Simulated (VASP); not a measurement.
A run of VASP 6.6.1 is set up as follows.

POSCAR

```
InRh2
1.0
    0.0000000000      2.8907046600      2.8907046600
    2.8907046600      0.0000000000      2.8907046600
    2.8907046600      2.8907046600      0.0000000000
In Rh
1 2
Direct
    0.0000000000      0.0000000000      0.0000000000
    0.2500000000      0.2500000000      0.2500000000
    0.7500000000      0.7500000000      0.7500000000
```

The input INCAR.step1:

```
SYSTEM = InRh2
PREC = Accurate
ENCUT = 520
EDIFF = 1E-5
ISMEAR = -1
SIGMA = 0.1
LREAL = .False.
LASPH = .True.
NELM = 80
ALGO = Normal
ISIF = 2
LWAVE = .True.
NBANDS = 28
GGA = PE
LUSENCCL = .False.
```

INCAR.step2

```
SYSTEM = InRh2
PREC = Accurate
ENCUT = 520
EDIFF = 1E-6
ISMEAR = -1
SIGMA = 0.1
LREAL = .False.
LASPH = .True.
NELM = 80
ALGO = Normal
ISIF = 2
LWAVE = .False.
LCHARG = .True.
GGA = PE
LHFCALC = .True.
HFSCREEN = 0.2079
PRECFOCK = Normal
LELF = .True.
LVHAR = .True.
NBANDS = 28
ISTART = 1
LUSENCCL = .False.
```

Contents of KPOINTS:

```
Automatic mesh
0
Gamma
  4 4 4
  0 0 0
```

Potentials or basis: VASP PAW PBE potentials, release 64 (In_d, Rh_pv).

Run with:

```bash
$ cat potpaw_PBE.64/In_d/POTCAR potpaw_PBE.64/Rh_pv/POTCAR > POTCAR
$ cp INCAR.step1 INCAR
$ mpirun -np 1 vasp_std > vasp.out
$ cp INCAR.step2 INCAR
$ mpirun -np 1 vasp_std > vasp.out
```

Task: What does it give for the pressure?

Result: 27.6 GPa.

Task: What does it give for the band gap on the k mesh?

Result: Zero (an odd number of electrons rules out a gap without spin polarisation).

Caveat: the k points lie up to 0.47 Å⁻¹ apart, too coarse for converged energies and pressures of a metal; the PAW data sets were made with another functional, which shifts forces and pressure a little; spin-orbit coupling is left out, which moves the levels of the heavy elements.
